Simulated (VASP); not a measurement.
Runs of VASP 6.6.1 on In3Se. The structure is that of space group Pm-3m (No. 221), or close to it. The cells are those of the table. 

| level | cell | k mesh | smearing | gap on the mesh (eV) | pressure (GPa) |
| --- | --- | --- | --- | --- | --- |
| PBE | a = 4.790 Å, 4 atoms | 10 × 10 × 10 | gaussian 0.15 eV | none | -0.1 |
| PBE | a = 4.851 Å, 4 atoms | 10 × 10 × 10 | gaussian 0.1 eV | none | -1.2 |
| PBE | a = 4.861 Å, 4 atoms | 10 × 10 × 10 | gaussian 0.1 eV | none | -1.4 |
| PBE | a = 4.922 Å, 4 atoms | 10 × 10 × 10 | gaussian 0.1 eV | none | -2.3 |
| PBE | a = 4.941 Å, 4 atoms | 10 × 10 × 10 | gaussian 0.1 eV | none | (a) |
| PBE | a = 4.790 Å, 4 atoms | 8 × 8 × 8 | gaussian 0.15 eV | none | -0.1 |
| PBE | a = 5.026 Å, 4 atoms | 10 × 10 × 10 | gaussian 0.1 eV | none | -3.5 |
| PBE | a = 4.804 Å, 4 atoms | 4 × 4 × 4 | gaussian 0.1 eV | none | -0.1 |
| PBE | a = 4.790 Å, 4 atoms | 10 × 10 × 10 | gaussian 0.1 eV | none | -0.1 |
| PBE | a = 4.921 Å, 4 atoms | 10 × 10 × 10 | gaussian 0.1 eV | none | -2.3 |
| PBEsol | a = 4.904 Å, 4 atoms | 10 × 10 × 10 | gaussian 0.1 eV | none | (b) |

Alike in all rows: task single point; potentials or basis VASP PAW PBE potentials, release 64 (In_d, Se); no spin polarisation; cutoff (eV) 520.

Task: Fill in the values left out.

Result: (a) -2.6; (b) -4.4.

Caveats: spin-orbit coupling is left out, which moves the levels of the heavy elements; the PAW data sets were made with another functional, which shifts forces and pressure a little (some runs).

A k mesh can miss the band edges, and the runs leave out spin-orbit coupling on In, Se.

A gap of «none» marks levels without a gap at the run's occupations.
